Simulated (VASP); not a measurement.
# Te2Mo in VASP: a series of runs

Aim: see how the results for Te2Mo move with the level of theory and the settings. Levels: PBE, r2SCAN. Tasks: single point.

Everything below comes from runs of VASP 6.6.1. Logs are shortened: lines on timing, memory, paths and dates and some standing lists are left out, and cuts for length are marked.

## (1) The cell of the first run

The structure is trigonal, space group R3m (No. 160). The conventional cell has a = 3.547 Å, b = 3.547 Å, c = 21.312 Å, α = 90.00°, β = 90.00°, γ = 120.00°. Mo (site symmetry 3m) has 6 Te at 2.72 Å and 6 Mo at 3.55 Å within 3.6 Å. Within 3.6 Å of Te (site symmetry 3m) lie 3 Mo at 2.72 Å and 7 Te at 3.55 to 3.58 Å. Te (site symmetry 3m) has 3 Mo at 2.72 Å and 7 Te at 3.55 to 3.58 Å within 3.6 Å.

## (2) Single point, PBE

Contents of INCAR:

```
SYSTEM = Te2Mo
PREC = Accurate ; ENCUT = 520
EDIFF = 1E-6 ; ISMEAR = -1
SIGMA = 0.02 ; LREAL = .False.
LASPH = .True. ; NELM = 60
ALGO = Normal ; ISIF = 2
LWAVE = .False. ; LCHARG = .False.
GGA = PE ; NBANDS = 20
```

Contents of KPOINTS:

```
regular mesh
0
Gamma
  8 8 8
  0 0 0
```

Contents of POSCAR:

```
Te2Mo
1.0
    1.7734078862      1.0238775205      7.1041367205
   -1.7734078862      1.0238775205      7.1041367205
    0.0000000000     -2.0477550409      7.1041367205
Mo Te
1 2
Direct
   -0.0000368534     -0.0000368534     -0.0000368534
    0.4174226658      0.4174226658      0.4174226658
    0.2492808542      0.2492808542      0.2492808542
```

Potentials or basis: VASP PAW PBE potentials, release 64 (Mo_sv, Te).

On the command line:

```console
$ cat potpaw_PBE.64/Mo_sv/POTCAR potpaw_PBE.64/Te/POTCAR > POTCAR
$ mpirun -np 1 vasp_std > vasp.out
```

OUTCAR:

```text
SYSTEM = Te2Mo
   PREC = Accurate
   ENCUT = 520
   EDIFF = 1E-6
   ISMEAR = -1
   LREAL = .False.
   LASPH = .True.
   NELM = 60
   ISIF = 2
   GGA = PE

 ion  position               nearest neighbor table
   1  1.000  1.000  1.000-   3 2.72   3 2.72   3 2.72   2 2.72   2 2.72   2 2.72
   2  0.417  0.417  0.417-   1 2.72   1 2.72   1 2.72   3 3.58
   3  0.249  0.249  0.249-   1 2.72   1 2.72   1 2.72   2 3.58

  LATTYP: Found a trigonal (rhomboedric) cell.
 ALAT       =     7.3933794202
 COS(alpha) =     0.8849302213

  Lattice vectors:

 A1 = (   1.7734078862,   1.0238775205,   7.1041367205)
 A2 = (  -1.7734078862,   1.0238775205,   7.1041367205)
 A3 = (   0.0000000000,  -2.0477550409,   7.1041367205)

Analysis of symmetry for initial positions (statically):
=====================================================================
 Subroutine PRICEL returns:
 Original cell was already a primitive cell.

 Routine SETGRP: Setting up the symmetry group for a
 trigonal (rhombohedral) supercell.

 Subroutine GETGRP returns: Found  6 space group operations
 (whereof  6 operations were pure point group operations)
 out of a pool of 12 trial point group operations.

The static configuration has the point symmetry C_3v.

Analysis of symmetry for dynamics (positions and initial velocities):
=====================================================================
 Subroutine PRICEL returns:
 Original cell was already a primitive cell.

 Routine SETGRP: Setting up the symmetry group for a
 trigonal (rhombohedral) supercell.

 Subroutine GETGRP returns: Found  6 space group operations
 (whereof  6 operations were pure point group operations)
 out of a pool of 12 trial point group operations.

The dynamic configuration has the point symmetry C_3v.

 Subroutine INISYM returns: Found  6 space group operations
 (whereof  6 operations are pure point group operations),
 and found     1 'primitive' translations

----------------------------------------------------------------------------------------

                                     Primitive cell

  volume of cell :      77.3961

  direct lattice vectors                    reciprocal lattice vectors
     1.773407886  1.023877520  7.104136720     0.281943034  0.162779887  0.046921019
    -1.773407886  1.023877520  7.104136720    -0.281943034  0.162779887  0.046921019
     0.000000000 -2.047755041  7.104136720     0.000000000 -0.325559773  0.046921019

  length of vectors
     7.393379420  7.393379420  7.393379420     0.328923620  0.328923620  0.328923620

  position of ions in fractional coordinates (direct lattice)
     0.999963147  0.999963147  0.999963147
     0.417422666  0.417422666  0.417422666
     0.249280854  0.249280854  0.249280854

  ion indices of the primitive-cell ions
   primitive index   ion index
                 1           1
                 2           2
                 3           3

----------------------------------------------------------------------------------------

 KPOINTS: regular mesh

Automatic generation of k-mesh.
 Grid dimensions read from file:
 generate k-points for:    8    8    8

 Generating k-lattice:

  Cartesian coordinates                     Fractional coordinates (reciprocal lattice)
     0.035242879  0.020347486  0.005865127     0.125000000  0.000000000 -0.000000000
    -0.035242879  0.020347486  0.005865127     0.000000000  0.125000000 -0.000000000
     0.000000000 -0.040694972  0.005865127    -0.000000000 -0.000000000  0.125000000

  Length of vectors
     0.041115453  0.041115453  0.041115453

  Shift w.r.t. Gamma in fractional coordinates (k-lattice)
     0.000000000  0.000000000  0.000000000

 Subroutine IBZKPT returns following result:
 ===========================================

 Found     65 irreducible k-points:

 Following reciprocal coordinates:
            Coordinates               Weight
  0.000000  0.000000  0.000000      1.000000
  0.125000  0.000000  0.000000      6.000000
  0.250000  0.000000  0.000000      6.000000
  0.375000 -0.000000  0.000000      6.000000
  0.500000  0.000000  0.000000      3.000000
  0.125000  0.125000  0.000000      6.000000
[... 16 lines left out ...]
  0.250000  0.125000  0.125000      6.000000
  0.375000  0.125000  0.125000      6.000000
 [... further k-points ...]
   k-points           NKPTS =     65   k-points in BZ     NKDIM =     65   number of bands    NBANDS=     20
   number of dos      NEDOS =    301   number of ions     NIONS =      3
   total plane-waves  NPLWV = 175616
   dimension x,y,z NGX =    56 NGY =   56 NGZ =   56
   dimension x,y,z NGXF=   112 NGYF=  112 NGZF=  112
   ions per type =               1   2
   NGX,Y,Z   is equivalent  to a cutoff of  12.59, 12.59, 12.59 a.u.
   NGXF,Y,Z  is equivalent  to a cutoff of  25.18, 25.18, 25.18 a.u.
 SYSTEM =  Te2Mo
   PREC   = accura    normal or accurate (medium, high low for compatibility)
   ISTART =      0    job   : 0-new  1-cont  2-samecut
[... 36 lines left out ...]
   NGX = 27   NGY = 27   NGZ = 27

 number of electron      26.0000000 magnetization

 Free energy of the ion-electron system (eV)
  ---------------------------------------------------
  ext. energy  EPLUGINS =         0.00000000
  ---------------------------------------------------
  free energy    TOTEN  =       -18.00685627 eV

  energy without entropy =      -18.00685627  energy(sigma->0) =      -18.00685627

 E-fermi :   8.1426     XC(G=0): -10.2446

 val. band max:        7.7338316067   @ k =   0.5000   0.5000   0.5000
 cond. band min:       8.6414420862   @ k =  -0.2500   0.1250  -0.0000
 fundamental gap:      0.9076104795
 Fermi energy:         8.1426417931

 k-point     1 :       0.0000    0.0000    0.0000
  band No.  band energies     occupation
      1     -53.0987      2.00000
      2     -27.2531      2.00000
      3     -27.1484      2.00000
      4     -27.1484      2.00000
      5      -5.1769      2.00000
      6      -3.8838      2.00000
[... 12 lines left out ...]
     19      14.6995      0.00000
     20      15.3252      0.00000

 k-point     2 :       0.1250    0.0000    0.0000
  band No.  band energies     occupation
      1     -53.0974      2.00000
      2     -27.2491      2.00000
      3     -27.1661      2.00000
      4     -27.1525      2.00000
      5      -4.9615      2.00000
      6      -3.7524      2.00000
[... 12 lines left out ...]
     19      14.9428      0.00000
     20      15.7486      0.00000

 k-point     3 :       0.2500    0.0000    0.0000
  band No.  band energies     occupation
      1     -53.0943      2.00000
      2     -27.2397      2.00000
      3     -27.2084      2.00000
      4     -27.1624      2.00000
      5      -4.3640      2.00000
      6      -3.3919      2.00000
[... 12 lines left out ...]
     19      14.4274      0.00000
     20      15.0276      0.00000

 k-point     4 :       0.3750   -0.0000    0.0000
  band No.  band energies     occupation
      1     -53.0912      2.00000
      2     -27.2505      2.00000
      3     -27.2302      2.00000
      4     -27.1723      2.00000
      5      -3.5826      2.00000
      6      -2.9440      2.00000
[... 12 lines left out ...]
     19      13.5523      0.00000
     20      13.9825      0.00000

 k-point     5 :       0.5000    0.0000    0.0000
  band No.  band energies     occupation
      1     -53.0899      2.00000
      2     -27.2678      2.00000
      3     -27.2263      2.00000
      4     -27.1763      2.00000
      5      -3.1503      2.00000
      6      -2.7231      2.00000
[... 12 lines left out ...]
     19      13.1881      0.00000
     20      13.9163      0.00000
[... 353 lines left out ...]
      6      -2.8431      2.00000
[... 12 lines left out ...]
     19      13.3978      0.00000
     20      14.1762      0.00000

 k-point    22 :       0.1250    0.1250    0.1250
  band No.  band energies     occupation
      1     -53.0987      2.00000
      2     -27.2531      2.00000
      3     -27.1484      2.00000
      4     -27.1484      2.00000
      5      -5.1502      2.00000
      6      -3.9334      2.00000
[... 12 lines left out ...]
     19      14.8239      0.00000
     20      15.3792      0.00000

 k-point    23 :       0.2500    0.1250    0.1250
  band No.  band energies     occupation
      1     -53.0974      2.00000
      2     -27.2491      2.00000
      3     -27.1661      2.00000
      4     -27.1525      2.00000
      5      -4.9187      2.00000
      6      -3.8276      2.00000
[... 12 lines left out ...]
     19      15.0610      0.00000
     20      15.8185      0.00000

 k-point    24 :       0.3750    0.1250    0.1250
  band No.  band energies     occupation
      1     -53.0943      2.00000
      2     -27.2397      2.00000
      3     -27.2084      2.00000
      4     -27.1624      2.00000
      5      -4.3116      2.00000
      6      -3.4734      2.00000
[... 12 lines left out ...]
     19      14.6063      0.00000
     20      14.8364      0.00000

 [... further k-points ...]

------------------------ aborting loop because EDIFF is reached ----------------------------------------

  FORCE on cell =-STRESS in cart. coord.  units (eV):
  Direction    XX          YY          ZZ          XY          YZ          ZX
  --------------------------------------------------------------------------------------
  -------------------------------------------------------------------------------------
  Total        0.7215957      0.7215957      1.3715326      0.0000000      0.0000000      0.0000000
  in kB       14.9377550     14.9377550     28.3920993      0.0000000      0.0000000      0.0000000
  external PRESSURE =      19.4225364 kB  Pullay stress =       0.0000000 kB

 VOLUME and BASIS-vectors are now :
 -----------------------------------------------------------------------------
  energy-cutoff  :      520.00
  volume of cell :       77.40
      direct lattice vectors                 reciprocal lattice vectors
     1.773407886  1.023877520  7.104136720     0.281943034  0.162779887  0.046921019
    -1.773407886  1.023877520  7.104136720    -0.281943034  0.162779887  0.046921019
     0.000000000 -2.047755041  7.104136720     0.000000000 -0.325559773  0.046921019

 POSITION                                       TOTAL-FORCE (eV/Angst)
 -----------------------------------------------------------------------------------
      0.00000      0.00000     21.31162         0.000000      0.000000      0.002124
      0.00000      0.00000      8.89628         0.000000      0.000000      0.209646
      0.00000      0.00000      5.31278         0.000000     -0.000000     -0.211770
 -----------------------------------------------------------------------------------
    total drift:                               -0.000000     -0.000000      0.000261

  FREE ENERGIE OF THE ION-ELECTRON SYSTEM (eV)
  ---------------------------------------------------
  free  energy   TOTEN  =       -18.0068562654 eV

  energy  without entropy=      -18.0068562654  energy(sigma->0) =      -18.00685627
```

Run time: 8.4 min. Hardware: 1 thread of AMD EPYC 7R43 (Zen 3), shared host; peak memory 0.42 GiB.

Results:

```
Free energy            : -18.0069 eV
Pressure               : 1.9 GPa
Largest force          : 0.212 eV/Å
Band gap on the k mesh : 0.91 eV (least direct gap 1.28 eV)
```

Forces in eV/Å, atoms in the order of the input:
```
Mo   0.000  0.000  0.002
Te   0.000  0.000  0.210
Te   0.000  0.000 -0.212
```

Levels at points of the mesh, in eV from the valence-band top:
| k point | band 10 | band 11 | band 12 | band 13 | band 14 | band 15 | band 16 | band 17 |
| --- | --- | --- | --- | --- | --- | --- | --- | --- |
| (0.00, 0.00, 0.00) | -1.09 | -1.09 | -0.96 | -0.43 | 2.82 | 2.82 | 3.28 | 3.28 |
| (0.50, 0.00, 0.00) | -2.53 | -1.53 | -1.02 | -0.42 | 1.25 | 1.48 | 3.11 | 3.27 |
| (0.50, 0.50, 0.00) | -2.46 | -2.10 | -0.83 | -0.63 | 1.20 | 1.63 | 2.80 | 3.78 |
| (0.50, 0.50, 0.50) | -1.88 | -1.07 | -1.07 | 0.00 | 2.97 | 2.97 | 3.11 | 3.11 |

Caveat: spin-orbit coupling is left out, which moves the levels of the heavy elements.

## (3) Single point, r2SCAN

POSCAR is that of step 2.

Contents of INCAR.step1:

```
PREC = Accurate
ENCUT = 520
ISMEAR = 0
SIGMA = 0.01
LREAL = F
LASPH = T
NELM = 80
NBANDS = 20
GGA = PE
ALGO = Normal
EDIFF = 1E-4
LWAVE = T
LCHARG = F
```

Contents of INCAR.step2:

```
PREC = Accurate
ENCUT = 520
EDIFF = 1E-6
ISMEAR = 0
SIGMA = 0.01
LREAL = F
LASPH = T
NELM = 80
ALGO = Normal
ISIF = 2
LWAVE = F
LCHARG = F
METAGGA = R2SCAN
LMIXTAU = T
NBANDS = 20
ISTART = 1
```

Contents of KPOINTS:

```
regular mesh
0
Gamma
  8 8 8
```

Potentials or basis: VASP PAW PBE potentials, release 64 (Mo_sv, Te).

On the command line:

```console
$ cat potpaw_PBE.64/Mo_sv/POTCAR potpaw_PBE.64/Te/POTCAR > POTCAR
$ cp INCAR.step1 INCAR
$ mpirun -np 1 vasp_std > vasp.out
$ cp INCAR.step2 INCAR
$ mpirun -np 1 vasp_std > vasp.out
```

It took 31 min on 1 thread of AMD EPYC 7R43 (Zen 3), shared host; peak memory 0.44 GiB.

Results (log left out):

| Property | Result |
| --- | --- |
| Free energy | -77.8101 eV |
| Pressure | 1.3 GPa |
| Largest force | 0.006 eV/Å |
| Band gap on the k mesh | 1.02 eV (least direct gap 1.36 eV) |

Forces on the atoms (eV/Å):
```
Mo   0.000  0.000  0.002
Te   0.000  0.000 -0.006
Te   0.000  0.000  0.005
```

Levels at points of the mesh, in eV from the valence-band top:
| k point | band 9 | band 10 | band 11 | band 12 | band 13 | band 14 | band 15 | band 16 | band 17 | band 18 |
| --- | --- | --- | --- | --- | --- | --- | --- | --- | --- | --- |
| (0.00, 0.00, 0.00) | -1.99 | -1.19 | -1.19 | -0.98 | -0.53 | 2.93 | 2.93 | 3.41 | 3.41 | 6.14 |
| (0.50, 0.00, 0.00) | -3.91 | -2.72 | -1.67 | -1.06 | -0.53 | 1.34 | 1.60 | 3.36 | 3.41 | 4.32 |
| (0.50, 0.50, 0.00) | -3.54 | -2.63 | -2.26 | -0.87 | -0.75 | 1.29 | 1.75 | 3.05 | 3.94 | 4.70 |
| (0.50, 0.50, 0.50) | -2.01 | -2.01 | -1.17 | -1.17 | 0.00 | 3.09 | 3.09 | 3.24 | 3.24 | 6.57 |

Caveat: the PAW data sets were made with another functional, which shifts forces and pressure a little; spin-orbit coupling is left out, which moves the levels of the heavy elements. A k mesh can miss the band edges.

## (4) Single point, PBE (uniaxial x strain -2.0%)

Contents of INCAR:

```
PREC     = Accurate       # precision mode
ENCUT    = 500            # plane-wave cutoff, eV
EDIFF    = 1E-6           # SCF threshold, eV
ISMEAR   = -1             # smearing method
SIGMA    = 0.02           # smearing width, eV
LREAL    = F              # projectors in reciprocal space
LASPH    = T              # aspherical terms in the spheres
NELM     = 120            # most SCF steps
ALGO     = Normal         # electronic algorithm
ISIF     = 2              # what is computed and relaxed
LWAVE    = F              # write WAVECAR
LCHARG   = F              # write CHGCAR
GGA      = PE             # functional
NBANDS   = 20             # bands
GGA_COMPAT= F
```

KPOINTS is that of step 3.

Contents of POSCAR:

```
Te2Mo
1.0
    1.7379397285      1.0238775205      7.1041367205
   -1.7379397285      1.0238775205      7.1041367205
    0.0000000000     -2.0477550409      7.1041367205
Mo Te
1 2
Direct
    0.0009516803      0.0009516803     -0.0020196653
    0.4173913951      0.4173913951      0.4191602416
    0.2483235912      0.2483235912      0.2495260903
```

On the command line:

```console
$ cat potpaw_PBE.64/Mo_sv/POTCAR potpaw_PBE.64/Te/POTCAR > POTCAR
$ mpirun -np 1 vasp_std > vasp.out
```

Run time: 23 min. Hardware: 1 thread of Intel Xeon 8259CL, shared host; peak memory 0.52 GiB.

Results (log left out):

```yaml
Free_energy: -17.9848 eV
Pressure: 3.2 GPa
Largest_force: 0.220 eV/Å
Band_gap_on_the_k_mesh: 0.92 eV (least direct gap 1.32 eV)
```

Forces on the atoms (eV/Å):
```
Mo   0.000  0.015  0.001
Te   0.000 -0.007  0.219
Te   0.000 -0.008 -0.220
```

Stress tensor (GPa, compression positive):
```
4.18 0.00 0.00
0.00 2.17 0.07
0.00 0.07 3.22
```

Levels at points of the mesh, in eV from the valence-band top:
```tsv
k point	band 10	band 11	band 12	band 13	band 14	band 15	band 16	band 17
(0.00, 0.00, 0.00)	-1.03	-1.01	-0.91	-0.45	2.92	3.06	3.35	3.55
(0.50, 0.00, 0.00)	-2.52	-1.51	-0.96	-0.33	1.38	1.61	3.24	3.32
(0.50, 0.50, 0.00)	-2.24	-2.19	-0.83	-0.33	1.37	1.73	2.92	3.98
(0.00, 0.00, 0.50)	-2.32	-1.58	-1.06	-0.11	1.43	1.57	3.20	3.46
(0.50, 0.00, 0.50)	-2.44	-2.09	-0.77	-0.56	1.34	1.78	2.89	3.85
(0.50, 0.50, 0.50)	-1.67	-1.01	-0.89	0.00	3.08	3.17	3.22	3.38
```

Caveat: the cell differs from its parent crystal (uniaxial x strain -2.0%); the cell stands under pressure; spin-orbit coupling is left out, which moves the levels of the heavy elements. A k mesh can miss the band edges.

## (5) Single point, r2SCAN (uniaxial x strain -2.0%)

POSCAR is that of step 4.

Contents of INCAR.step1:

```
SYSTEM = Te2Mo
ALGO = Normal
EDIFF = 1E-5
ENCUT = 550
GGA = PE
GGA_COMPAT = .FALSE.
ISMEAR = 0
LASPH = .TRUE.
LCHARG = .FALSE.
LREAL = .FALSE.
LWAVE = .TRUE.
NBANDS = 20
NELM = 120
PREC = Accurate
SIGMA = 0.01
```

Contents of INCAR.step2:

```
SYSTEM = Te2Mo
ALGO = Normal
EDIFF = 1E-6
ENCUT = 550
GGA_COMPAT = .FALSE.
ISIF = 2
ISMEAR = 0
ISTART = 1
LASPH = .TRUE.
LCHARG = .TRUE.
LELF = .TRUE.
LMIXTAU = .TRUE.
LREAL = .FALSE.
LVHAR = .TRUE.
LWAVE = .FALSE.
METAGGA = R2SCAN
NBANDS = 20
NELM = 120
PREC = Accurate
SIGMA = 0.01
```

Contents of KPOINTS:

```
k-points
0
G
  8 8 8
  0 0 0
```

On the command line:

```console
$ cat potpaw_PBE.64/Mo_sv/POTCAR potpaw_PBE.64/Te/POTCAR > POTCAR
$ cp INCAR.step1 INCAR
$ mpirun -np 1 vasp_std > vasp.out
$ cp INCAR.step2 INCAR
$ mpirun -np 1 vasp_std > vasp.out
```

Run time: 1.8 h. Hardware: 1 thread of Intel Xeon 8259CL, shared host; peak memory 0.67 GiB.

Results (log left out):

```
Free energy            : -77.7840 eV
Pressure               : 2.6 GPa
Largest force          : 0.007 eV/Å
Band gap on the k mesh : 1.04 eV (least direct gap 1.41 eV)
```

Forces in eV/Å, atoms in the order of the input:
```
Mo   0.000  0.000  0.000
Te   0.000  0.000 -0.007
Te   0.000  0.000  0.006
```

Stress tensor (GPa, compression positive):
```
4.09 0.00 0.00
0.00 1.98 0.07
0.00 0.07 1.62
```

Levels at points of the mesh, in eV from the valence-band top:
```
           k point  band 10  band 11  band 12  band 13  band 14  band 15  band 16  band 17
(0.00, 0.00, 0.00)    -1.13    -1.02    -0.99    -0.55     3.04     3.19     3.48     3.70
(0.50, 0.00, 0.00)    -2.70    -1.65    -1.00    -0.43     1.48     1.74     3.45     3.52
(0.50, 0.50, 0.00)    -2.40    -2.35    -0.88    -0.43     1.45     1.87     3.16     4.15
(0.00, 0.00, 0.50)    -2.48    -1.72    -1.10    -0.20     1.52     1.70     3.46     3.62
(0.50, 0.00, 0.50)    -2.62    -2.25    -0.81    -0.68     1.44     1.91     3.14     4.02
(0.50, 0.50, 0.50)    -1.79    -1.11    -0.98     0.00     3.20     3.30     3.35     3.52
```

Caveat: the cell differs from its parent crystal (uniaxial x strain -2.0%); the PAW data sets were made with another functional, which shifts forces and pressure a little; spin-orbit coupling is left out, which moves the levels of the heavy elements. A k mesh can miss the band edges.

## (6) Summary

| level | cell | cutoff (eV) | smearing | gap on the mesh (eV) | pressure (GPa) | largest force (eV/Å) |
| --- | --- | --- | --- | --- | --- | --- |
| PBE | a = 7.393 Å, angles 27.8°, 3 atoms, atomic positions A | 520 | fermi-dirac 0.02 eV | 0.91 | 1.9 | 0.21 |
| r2SCAN | a = 7.393 Å, angles 27.8°, 3 atoms, atomic positions A | 520 | gaussian 0.01 eV | 1.02 | 1.3 | 0.01 |
| PBE | a = 7.385, b = 7.385, c = 7.393 Å, angles 27.6, 27.6, 27.2°, 3 atoms, atomic positions B | 500 | fermi-dirac 0.02 eV | 0.92 | 3.2 | 0.22 |
| r2SCAN | a = 7.385, b = 7.385, c = 7.393 Å, angles 27.6, 27.6, 27.2°, 3 atoms, atomic positions B | 550 | gaussian 0.01 eV | 1.04 | 2.6 | 0.01 |

Alike in all rows: task single point; potentials or basis VASP PAW PBE potentials, release 64 (Mo_sv, Te); no spin polarisation; k mesh 8 × 8 × 8.

Caveats: spin-orbit coupling is left out, which moves the levels of the heavy elements; the PAW data sets were made with another functional, which shifts forces and pressure a little (at least some runs); the cell stands under pressure (at least some runs).

Total energies depend on the potentials used, so only differences within one code and one set of settings carry meaning.
